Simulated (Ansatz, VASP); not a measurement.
One calculation of SiC5, two programs

```
Si C
1.0
     4.65042    0.00000    0.00000
    -2.32521    4.02738    0.00000
     0.00000    0.00000    7.52947
Si C
2 10
Cartesian
  0.0000 0.0000 5.6471
  0.0000 0.0000 1.8824
  2.8824 0.0000 5.6471
  0.0000 2.6849 5.6471
  2.3252 1.3425 5.6471
  3.2092 2.4962 5.6471
  0.8840 1.5312 5.6471
  1.4412 2.4962 1.8824
  2.3252 1.3425 1.8824
  0.0000 2.6849 1.8824
  3.7664 1.5312 1.8824
  1.7680 0.0000 1.8824
```

Alike in both runs: task single point; functional PBE; k mesh 6 × 6 × 4; occupations gaussian, width 0.2 eV; no spin polarisation.

|  | VASP | Ansatz |
| --- | --- | --- |
| version | VASP 6.6.1 | Ansatz 0.2.0 |
| potentials or method | VASP PAW PBE potentials, release 64 (Si, C), cutoff 520 eV | scalar-relativistic, plane waves, PAW |
| valence electrons in the cell | 48 | 48 |

```csv
,VASP,Ansatz,Ansatz less VASP
gap on the k mesh at the Fermi level (eV),none,none,-
pressure (GPa),0.2,0.0,-0.17
"traceless stress, the component that is largest in VASP (GPa)",-0.28,-0.05,+0.229
rms of the force components (eV/Å),0.010,0.002,-0.0075
```

Atom by atom the forces differ by 0.012 eV/Å (rms over components). A gap of «none» marks a metal or a gap that the smearing closes.
